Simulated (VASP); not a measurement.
A run of VASP 6.6.1 is set up as follows.

The input POSCAR:

```
Te
1.0
    0.0000000000      2.4228568675      2.4228568675
    2.4228568675      0.0000000000      2.4228568675
    2.4228568675      2.4228568675      0.0000000000
Te
1
Direct
    0.0000000000      0.0000000000      0.0000000000
```

INCAR.step1

```
PREC = Accurate ; ENCUT = 600
ISMEAR = 0 ; SIGMA = 0.1
LREAL = F ; LASPH = T
NELM = 60 ; GGA = PE
ALGO = Normal ; EDIFF = 1E-4
LWAVE = T ; LCHARG = F
```

INCAR.step2

```
PREC = Accurate ; ENCUT = 600
EDIFF = 1E-6 ; ISMEAR = 0
SIGMA = 0.1 ; LREAL = F
LASPH = T ; NELM = 60
ALGO = Normal ; ISIF = 3
LWAVE = F ; LCHARG = F
METAGGA = R2SCAN ; LMIXTAU = T
IBRION = 2 ; NSW = 100
EDIFFG = -0.01 ; ISTART = 1
```

File KPOINTS:

```
Automatic mesh
0
Gamma
  20 20 20
```

Potentials or basis: VASP PAW PBE potentials, release 64 (Te).

Command:

```bash
$ cat potpaw_PBE.64/Te/POTCAR > POTCAR
$ cp INCAR.step1 INCAR
$ mpirun -np 1 vasp_std > vasp.out
$ cp INCAR.step2 INCAR
$ mpirun -np 1 vasp_std > vasp.out
```

Predict the band gap on the k mesh.

zero (bands 3 and 4 overlap by 5.36 eV).

What does it give for the relaxed volume?

28.27 Å³/atom.

Estimate the space group after relaxing (to 0.1 Å).

Fm-3m (No. 225).

What does it give for the relaxed cell?

a = 3.419 Å, b = 3.419 Å, c = 3.419 Å, α = 60.00°, β = 60.00°, γ = 60.00°.

The path:
| step | energy change (eV) | largest force (eV/Å) | pressure (GPa) | volume (Å³) |
| --- | --- | --- | --- | --- |
| 1 | 0.0000 | 0.0000 | -0.34 | 28.45 |
| 2 | -0.0002 | 0.0000 | 0.13 | 28.20 |
| 3 | -0.0002 | 0.0000 | 0.00 | 28.27 |

Caveat: the PAW data sets were made with another functional, which shifts forces and pressure a little; spin-orbit coupling is left out, which moves the levels of the heavy elements.
